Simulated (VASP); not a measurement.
Here is a VASP 6.6.1 calculation.

INCAR

```
ALGO = Normal
EDIFF = 1E-6
ENCUT = 520
ISIF = 2
ISMEAR = -1
LASPH = True
LCHARG = True
LELF = True
LREAL = False
LVHAR = True
LWAVE = False
NBANDS = 14
NELM = 60
PREC = Accurate
SIGMA = 0.05
```

KPOINTS

```
k-points
0
Gamma
  10 10 10
```

The input POSCAR:

```
ScAl
1.0
    3.3363027133      0.0000000000      0.0000000000
    0.0000000000      3.3363027133      0.0000000000
    0.0000000000      0.0000000000      3.3363027133
Sc Al
1 1
Direct
    0.5000000000      0.5000000000      0.5000000000
    0.0000000000      0.0000000000      0.0000000000
```

Potentials or basis: VASP PAW LDA potentials, release 64 (Sc_sv, Al).

Command:

```console
$ cat potpaw_LDA.64/Sc_sv/POTCAR potpaw_LDA.64/Al/POTCAR > POTCAR
$ mpirun -np 1 vasp_std > vasp.out
```

Q: Predict the pressure.

A: -2.0 GPa.

Q: What does it give for the band gap on the k mesh?

A: Zero (bands 7 and 8 overlap by 1.12 eV).
